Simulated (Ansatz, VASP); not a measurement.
## Two plane-wave programs on MgCd5O6

```
Mg Cd O
1.0
     3.32879    0.00000    0.00000
     0.00000    3.32879    0.00000
     0.00000    0.00000   14.10653
Mg Cd O
1 5 6
Direct
  0.50000 0.50000 0.50000
  0.00000 0.00000 0.66034
  0.50000 0.50000 0.82769
  0.00000 0.00000 0.00000
  0.50000 0.50000 0.17231
  0.00000 0.00000 0.33966
  0.00000 0.00000 0.82924
  0.50000 0.50000 0.00000
  0.00000 0.00000 0.17076
  0.50000 0.50000 0.34748
  0.00000 0.00000 0.50000
  0.50000 0.50000 0.65252
```

Alike in both runs: task single point; functional PBE; k mesh 6 × 6 × 2; occupations gaussian, width 0.1 eV; no spin polarisation.

|  | VASP | Ansatz |
| --- | --- | --- |
| version | VASP 6.6.1 | Ansatz 0.2.0 |
| potentials or method | VASP PAW PBE potentials, release 64 (Mg_sv, Cd_sv_GW, O), cutoff 750 eV | scalar-relativistic, plane waves, PAW |
| valence electrons in the cell | 146 | 146 |

|  | VASP | Ansatz | Ansatz less VASP |
| --- | --- | --- | --- |
| gap on the k mesh at the Fermi level (eV) | none | none | - |
| pressure (GPa) | -0.3 | 0.0 | +0.30 |
| traceless stress, the component that is largest in VASP (GPa) | -0.08 | -0.10 | -0.027 |
| rms of the force components (eV/Å) | 0.006 | 0.005 | -0.0004 |

Atom by atom the forces differ by 0.003 eV/Å (rms over components). A gap of «none» marks a metal or a gap that the smearing closes.
